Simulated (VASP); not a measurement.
# NbBiF (P4/mmm) in VASP: notebook

Runs on NbBiF. Level: PBE. Tasks: single point, relaxation of cell and atoms.

All numbers are computed with VASP 6.6.1; they aren't measurements. Logs are shortened: lines on timing, memory, paths and dates and some standing lists are left out, and cuts for length are marked.

## Step 1: The cell of the first run

Symmetry: P4/mmm, No. 123, tetragonal system. Conventional cell: a = 3.962 Å, b = 3.962 Å, c = 4.044 Å, α = 90.00°, β = 90.00°, γ = 90.00°. Nb (site symmetry 4/mmm) has 2 F at 2.02 Å within 2.7 Å. Bi (site symmetry 4/mmm) has 4 F at 2.80 Å and 8 Nb at 3.46 Å within 3.7 Å. Within 2.9 Å of F (site symmetry 4/mmm) lie 2 Nb at 2.02 Å and 4 Bi at 2.80 Å.

The cell was built from a structure type or drawn by symmetry, and may not be a known phase.

## Step 2: Single point, PBE, collinear spin

Input file INCAR:

```
ALGO = Normal
EDIFF = 1E-6
ENCUT = 520
GGA = PE
ISIF = 2
ISMEAR = 0
ISPIN = 2
LASPH = True
LCHARG = False
LMAXMIX = 4
LORBIT = 11
LREAL = False
LWAVE = False
MAGMOM = 0.63 -0.04 0.04
NBANDS = 28
NELM = 150
PREC = Accurate
SIGMA = 0.1
```

Input file KPOINTS:

```
k-points
0
Gamma
  4 4 4
```

Input file POSCAR:

```
NbBiF
1.0
    3.9618965894      0.0000000000      0.0000000000
    0.0000000000      3.9618965894      0.0000000000
    0.0000000000      0.0000000000      4.0441954070
Nb Bi F
1 1 1
Direct
    0.5000000000      0.5000000000      0.5000000000
    0.0000000000      0.0000000000      0.0000000000
    0.5000000000      0.5000000000      0.0000000000
```

Potentials or basis: VASP PAW PBE potentials, release 64 (Nb_sv, Bi_d, F).

Run with:

```
$ cat potpaw_PBE.64/Nb_sv/POTCAR potpaw_PBE.64/Bi_d/POTCAR potpaw_PBE.64/F/POTCAR > POTCAR
$ mpirun -np 1 vasp_std > vasp.out
```

OUTCAR:

```text
EDIFF = 1E-6
   ENCUT = 520
   GGA = PE
   ISIF = 2
   ISMEAR = 0
   ISPIN = 2
   LASPH = True
   LORBIT = 11
   LREAL = False
   NELM = 150
   PREC = Accurate

 ion  position               nearest neighbor table
   1  0.500  0.500  0.500-   3 2.02   3 2.02   2 3.46   2 3.46   2 3.46   2 3.46   2 3.46   2 3.46
                             2 3.46   2 3.46
   2  0.000  0.000  0.000-   3 2.80   3 2.80   3 2.80   3 2.80   1 3.46   1 3.46   1 3.46   1 3.46
                             1 3.46   1 3.46   1 3.46   1 3.46
   3  0.500  0.500  0.000-   1 2.02   1 2.02   2 2.80   2 2.80   2 2.80   2 2.80

  LATTYP: Found a simple tetragonal cell.
 ALAT       =     3.9618965894
 C/A-ratio  =     1.0207725809

  Lattice vectors:

 A1 = (   3.9618965894,   0.0000000000,   0.0000000000)
 A2 = (   0.0000000000,   3.9618965894,   0.0000000000)
 A3 = (   0.0000000000,   0.0000000000,   4.0441954070)

Analysis of symmetry for initial positions (statically):
=====================================================================
 Subroutine PRICEL returns:
 Original cell was already a primitive cell.

 Routine SETGRP: Setting up the symmetry group for a
 simple tetragonal supercell.

 Subroutine GETGRP returns: Found 16 space group operations
 (whereof 16 operations were pure point group operations)
 out of a pool of 16 trial point group operations.

The static configuration has the point symmetry D_4h.

Analysis of symmetry for dynamics (positions and initial velocities):
=====================================================================
 Subroutine PRICEL returns:
 Original cell was already a primitive cell.

 Routine SETGRP: Setting up the symmetry group for a
 simple tetragonal supercell.

 Subroutine GETGRP returns: Found 16 space group operations
 (whereof 16 operations were pure point group operations)
 out of a pool of 16 trial point group operations.

The dynamic configuration has the point symmetry D_4h.

Analysis of structural, dynamic, and magnetic symmetry:
=====================================================================
 Subroutine PRICEL returns:
 Original cell was already a primitive cell.

 Routine SETGRP: Setting up the symmetry group for a
 simple tetragonal supercell.

 Subroutine GETGRP returns: Found 16 space group operations
 (whereof 16 operations were pure point group operations)
 out of a pool of 16 trial point group operations.

The overall configuration has the point symmetry D_4h.

 Subroutine INISYM returns: Found 16 space group operations
 (whereof 16 operations are pure point group operations),
 and found     1 'primitive' translations

----------------------------------------------------------------------------------------

                                     Primitive cell

  volume of cell :      63.4802

  direct lattice vectors                    reciprocal lattice vectors
     3.961896589  0.000000000  0.000000000     0.252404367  0.000000000  0.000000000
     0.000000000  3.961896589  0.000000000     0.000000000  0.252404367  0.000000000
     0.000000000  0.000000000  4.044195407     0.000000000  0.000000000  0.247267973

  length of vectors
     3.961896589  3.961896589  4.044195407     0.252404367  0.252404367  0.247267973

  position of ions in fractional coordinates (direct lattice)
     0.500000000  0.500000000  0.500000000
     0.000000000  0.000000000  0.000000000
     0.500000000  0.500000000  0.000000000

  ion indices of the primitive-cell ions
   primitive index   ion index
                 1           1
                 2           2
                 3           3

----------------------------------------------------------------------------------------

 KPOINTS: k-points

Automatic generation of k-mesh.
 Grid dimensions read from file:
 generate k-points for:    4    4    4

 Generating k-lattice:

  Cartesian coordinates                     Fractional coordinates (reciprocal lattice)
     0.063101092  0.000000000  0.000000000     0.250000000  0.000000000  0.000000000
     0.000000000  0.063101092  0.000000000     0.000000000  0.250000000  0.000000000
     0.000000000  0.000000000  0.061816993     0.000000000  0.000000000  0.250000000

  Length of vectors
     0.063101092  0.063101092  0.061816993

  Shift w.r.t. Gamma in fractional coordinates (k-lattice)
     0.000000000  0.000000000  0.000000000

 Subroutine IBZKPT returns following result:
 ===========================================

 Found     18 irreducible k-points:

 Following reciprocal coordinates:
            Coordinates               Weight
  0.000000  0.000000  0.000000      1.000000
  0.250000  0.000000  0.000000      4.000000
  0.500000  0.000000  0.000000      2.000000
  0.250000  0.250000  0.000000      4.000000
  0.500000  0.250000  0.000000      4.000000
  0.500000  0.500000  0.000000      1.000000
[... 10 lines left out ...]
  0.500000  0.250000  0.500000      4.000000
  0.500000  0.500000  0.500000      1.000000
   k-points           NKPTS =     18   k-points in BZ     NKDIM =     18   number of bands    NBANDS=     28
   number of dos      NEDOS =    301   number of ions     NIONS =      3
   total plane-waves  NPLWV =  27000
   dimension x,y,z NGX =    30 NGY =   30 NGZ =   30
   dimension x,y,z NGXF=    60 NGYF=   60 NGZF=   60
   ions per type =               1   1   1
   NGX,Y,Z   is equivalent  to a cutoff of  12.59, 12.59, 12.33 a.u.
   NGXF,Y,Z  is equivalent  to a cutoff of  25.18, 25.18, 24.66 a.u.
 SYSTEM =  unknown system
   PREC   = accura    normal or accurate (medium, high low for compatibility)
   ISTART =      0    job   : 0-new  1-cont  2-samecut
   ICHARG =      2    charge: 1-file 2-atom 10-const
   ISPIN  =      2    spin polarized calculation?
   LNONCOLLINEAR =      F non collinear calculations
   LSORBIT =      F    spin-orbit coupling
   LASPH  =      T    aspherical Exc in radial PAW
   ENCUT  =  520.0 eV  38.22 Ry    6.18 a.u.   7.37  7.37  7.52*2*pi/ulx,y,z
   NELM   =    150;   NELMIN=  2; NELMDL= -5     # of ELM steps
   EDIFF  = 0.1E-05   stopping-criterion for ELM
   LREAL  =      F    real-space projection
   EDIFFG = 0.1E-04   stopping-criterion for IOM
   NSW    =      0    number of steps for IOM
   IBRION =     -1    ionic relax: 0-MD 1-quasi-New 2-CG
   NFREE  =      0    steps in history (QN), initial steepest desc. (CG)
   ISIF   =      2    stress and relaxation
   ISYM   =      2    0-nonsym 1-usesym 2-fastsym
   POTIM  = 0.5000    time-step for ionic-motion
   TEBEG  =    0.0;   TEEND  =   0.0 temperature during run
   PSTRESS=    0.0 pullay stress
   NELECT =      35.0000    total number of electrons
   NUPDOWN=      -1.0000    fix difference up-down
   EMIN   =  10.00;   EMAX   =-10.00  energy-range for DOS
   EFERMI =   0.00;   METHOD = LEGACY
   ISMEAR =     0;   SIGMA  =   0.10  broadening in eV -4-tet -1-fermi 0-gaus
   EFERMI_NEDOS =   21; number of points for ismear=-14 and -15
   IALGO  =     38    algorithm
   IMIX   =      4    mixing-type and parameters
     AMIX     =   0.40;   BMIX     =  1.00
     AMIX_MAG =   1.60;   BMIX_MAG =  1.00
  volume/ion in A,a.u.               =      21.16       142.80
  Fermi-wavevector in a.u.,A,eV,Ry     =   1.342409  2.536784 24.518525  1.802061
  Thomas-Fermi vector in A             =   2.470565
   LORBIT       =     11    0 simple, 1 ext, 2 COOP (PROOUT), +10 PAW based schemes
   GGA     = PE    functional components
   LHFCALC =     F    Hartree Fock is set to
   AEXX    =    0.0000 exact exchange contribution
   IVDW    =     0    specifies the selected vdW correction
   LEPSILON=     F    determine dielectric tensor
   LRPA    =     F    only Hartree local field effects (RPA)
 spin polarized calculation
 Gauss-broadening in eV      SIGMA  =   0.10
  energy-cutoff  :      520.00
  volume of cell :       63.48
 maximum number of plane-waves:      1743
 NGX is ok and might be reduce to    30
   NGX = 15   NGY = 15   NGZ = 15

 number of electron      34.9999998 magnetization       1.2645508

 Free energy of the ion-electron system (eV)
  ---------------------------------------------------
  ext. energy  EPLUGINS =         0.00000000
  ---------------------------------------------------
  free energy    TOTEN  =       -16.53961501 eV

  energy without entropy =      -16.52243668  energy(sigma->0) =      -16.53102584

 E-fermi :   7.6147     XC(G=0): -10.6079

 val. band max:        7.6088447562   @ k =   0.2500   0.0000   0.2500
 cond. band min:       7.6156565807   @ k =   0.2500   0.2500   0.5000
 fundamental gap:      0.0068118246
 Fermi energy:         7.6147342546

 spin component 1

 k-point     1 :       0.0000    0.0000    0.0000
  band No.  band energies     occupation
      1     -48.7045      1.00000
      2     -25.1738      1.00000
      3     -24.6205      1.00000
      4     -24.6205      1.00000
      5     -18.8888      1.00000
      6     -15.1488      1.00000
[... 20 lines left out ...]
     27      18.5560      0.00000
[... 504 lines left out ...]
      5     -17.9072      1.00000
      6     -15.0957      1.00000
[... 20 lines left out ...]
     27      22.7739      0.00000
     28      23.1542      0.00000
 Fermi energy:         7.6147342546

 spin component 2

 k-point     1 :       0.0000    0.0000    0.0000
  band No.  band energies     occupation
      1     -48.0307      1.00000
      2     -24.4619      1.00000
      3     -23.8271      1.00000
      4     -23.8271      1.00000
      5     -18.8276      1.00000
      6     -15.1593      1.00000
[... 20 lines left out ...]
     27      18.9354      0.00000
[... 505 lines left out ...]
      6     -15.1006      1.00000
[... 20 lines left out ...]
     27      22.7506      0.00000
     28      23.1168      0.00000

------------------------ aborting loop because EDIFF is reached ----------------------------------------

  FORCE on cell =-STRESS in cart. coord.  units (eV):
  Direction    XX          YY          ZZ          XY          YZ          ZX
  --------------------------------------------------------------------------------------
  -------------------------------------------------------------------------------------
  Total       -0.0515007     -0.0515007     -0.0612390      0.0000000     -0.0000000      0.0000000
  in kB       -1.2998252     -1.2998252     -1.5456118      0.0000000     -0.0000000      0.0000000
  external PRESSURE =      -1.3817541 kB  Pullay stress =       0.0000000 kB

 VOLUME and BASIS-vectors are now :
 -----------------------------------------------------------------------------
  energy-cutoff  :      520.00
  volume of cell :       63.48
      direct lattice vectors                 reciprocal lattice vectors
     3.961896589  0.000000000  0.000000000     0.252404367  0.000000000  0.000000000
     0.000000000  3.961896589  0.000000000     0.000000000  0.252404367  0.000000000
     0.000000000  0.000000000  4.044195407     0.000000000  0.000000000  0.247267973

 POSITION                                       TOTAL-FORCE (eV/Angst)
 -----------------------------------------------------------------------------------
      1.98095      1.98095      2.02210         0.000000      0.000000      0.000000
      0.00000      0.00000      0.00000         0.000000      0.000000      0.000000
      1.98095      1.98095      0.00000         0.000000      0.000000      0.000000
 -----------------------------------------------------------------------------------
    total drift:                                0.000000      0.000000     -0.000000

  FREE ENERGIE OF THE ION-ELECTRON SYSTEM (eV)
  ---------------------------------------------------
  free  energy   TOTEN  =       -16.5396150105 eV

  energy  without entropy=      -16.5224366770  energy(sigma->0) =      -16.53102584

 total charge

# of ion       s       p       d       tot
------------------------------------------
    1        2.131   5.962   2.346  10.439
    2        1.541   1.273   9.918  12.731
    3        1.751   4.399   0.000   6.150
--------------------------------------------------
tot          5.422  11.635  12.263  29.320

 magnetization (x)

# of ion       s       p       d       tot
------------------------------------------
    1        0.015   0.007   0.957   0.979
    2        0.007  -0.071   0.009  -0.055
    3       -0.001   0.027   0.000   0.026
--------------------------------------------------
tot          0.022  -0.037   0.966   0.950
```

Wall time 2.6 min (1 thread of Intel Xeon 8259CL, shared host); peak memory 0.22 GiB.

What came out:

```
Free energy                                           : -16.5396 eV
Pressure                                              : -0.1 GPa
Net moment                                            : 1.26 μB per cell
Site moments                                          : Nb +0.98; Bi -0.06; F +0.03 μB
Valence electrons inside the program's atomic spheres : Nb 10.44; Bi 12.73; F 6.15
```

Caveat: the k points lie up to 0.40 Å⁻¹ apart; spin-orbit coupling is left out, which moves the levels of the heavy elements.

## Step 3: Relaxation of cell and atoms, PBE, collinear spin

This run uses another cell than the first one, of 22.16 Å³/atom.

Input file INCAR:

```
SYSTEM = NbBiF
PREC = Accurate
ENCUT = 600
EDIFF = 1E-7
ISMEAR = 0
SIGMA = 0.1
LREAL = .FALSE.
LASPH = .TRUE.
NELM = 150
ALGO = Normal
ISIF = 3
LWAVE = .FALSE.
LCHARG = .FALSE.
ISPIN = 2
MAGMOM = 0.63 -0.04 0.04
LORBIT = 11
LMAXMIX = 4
GGA = PE
IBRION = 2
NSW = 90
EDIFFG = -0.04
```

Input file KPOINTS:

```
regular mesh
0
G
  4 4 4
  0 0 0
```

Input file POSCAR:

```
NbBiF
1.0
    3.9845717400      0.0000000000      0.0000000000
    0.0000000000      3.9845717400      0.0000000000
    0.0000000000      0.0000000000      4.1863335800
Nb Bi F
1 1 1
Direct
    0.5000000000      0.5000000000      0.5000000000
    0.0000000000      0.0000000000      0.0000000000
    0.5000000000      0.5000000000      0.0000000000
```

Potentials or basis: VASP PAW PBE potentials, release 64 (Nb_sv, Bi_d, F).

Run with:

```
$ cat potpaw_PBE.64/Nb_sv/POTCAR potpaw_PBE.64/Bi_d/POTCAR potpaw_PBE.64/F/POTCAR > POTCAR
$ mpirun -np 1 vasp_std > vasp.out
```

Run time: 18 min. Hardware: 1 thread of Intel Xeon 8259CL, shared host; peak memory 0.26 GiB.

The run converged. Its results:

| Item | Value |
| --- | --- |
| Free energy | -16.5452 eV |
| Relaxed volume | 21.06 Å³/atom |
| Relaxed cell | a = 3.954 Å, b = 3.954 Å, c = 4.043 Å, α = 90.00°, β = 90.00°, γ = 90.00° |
| Space group after relaxing (to 0.1 Å) | P4/mmm (No. 123) |
| Energy gained by relaxing | 23.3 meV/atom |
| Ionic steps | 3 |
| Pressure after relaxing | 0.2 GPa |
| Net moment | 1.26 μB per cell |
| Site moments | Nb +0.97; Bi -0.05; F +0.03 μB |
| Valence electrons inside the program's atomic spheres | Nb 10.44; Bi 12.73; F 6.15 |

Step by step:
| step | energy change (eV) | largest force (eV/Å) | pressure (GPa) | volume (Å³) |
| --- | --- | --- | --- | --- |
| 1 | 0.0000 | 0.0000 | -4.06 | 66.47 |
| 2 | -0.0398 | 0.0000 | 3.02 | 61.17 |
| 3 | -0.0699 | 0.0000 | 0.16 | 63.19 |

Final structure:
```cif
data_structure
_symmetry_space_group_name_H-M 'P 1'
_symmetry_Int_Tables_number 1
_cell_length_a 3.9537
_cell_length_b 3.9537
_cell_length_c 4.0427
_cell_angle_alpha 90.000
_cell_angle_beta 90.000
_cell_angle_gamma 90.000
_cell_volume 63.19
loop_
_atom_site_label
_atom_site_type_symbol
_atom_site_fract_x
_atom_site_fract_y
_atom_site_fract_z
_atom_site_occupancy
Nb1 Nb 0.50000 0.50000 0.50000 1
Bi1 Bi 0.00000 0.00000 0.00000 1
F1 F 0.50000 0.50000 0.00000 1
```

Levels at points of the mesh, in eV from the Fermi level:
Spin up:
```csv
k point,band 14,band 15,band 16,band 17,band 18,band 19,band 20,band 21
"(0.00, 0.00, 0.00)",-7.70,-1.54,-0.69,-0.45,-0.45,0.07,0.36,1.43
"(0.50, 0.00, 0.00)",-6.59,-3.99,-1.98,-1.52,-0.42,0.60,1.48,3.26
"(0.50, 0.50, 0.00)",-7.68,-1.24,-1.24,-1.02,-1.02,-0.27,0.89,1.37
"(0.00, 0.00, 0.50)",-8.17,-4.86,-1.27,0.10,0.50,0.50,3.26,3.26
"(0.50, 0.00, 0.50)",-6.65,-3.01,-1.93,-1.74,-0.50,0.79,0.94,1.32
"(0.50, 0.50, 0.50)",-8.70,-3.49,-0.83,-0.83,0.94,1.87,1.87,2.17
```
Spin down:
```tsv
k point	band 13	band 14	band 15	band 16	band 17	band 18	band 19	band 20	band 21
(0.00, 0.00, 0.00)	-7.61	-7.61	-0.99	-0.20	0.37	0.57	0.57	1.14	1.46
(0.50, 0.00, 0.00)	-7.35	-6.53	-3.77	-1.35	-0.89	0.60	1.16	2.00	3.66
(0.50, 0.50, 0.00)	-8.15	-7.64	-1.16	-1.16	-0.09	-0.09	0.66	1.58	1.98
(0.00, 0.00, 0.50)	-8.02	-8.02	-4.63	-0.68	1.13	1.13	1.19	3.56	3.56
(0.50, 0.00, 0.50)	-7.75	-6.57	-2.94	-1.93	-1.21	0.50	1.62	1.72	1.90
(0.50, 0.50, 0.50)	-8.56	-8.56	-3.15	-0.59	-0.59	1.63	2.21	2.21	2.84
```

Caveat: the k points lie up to 0.40 Å⁻¹ apart in the final cell; spin-orbit coupling is left out, which moves the levels of the heavy elements.
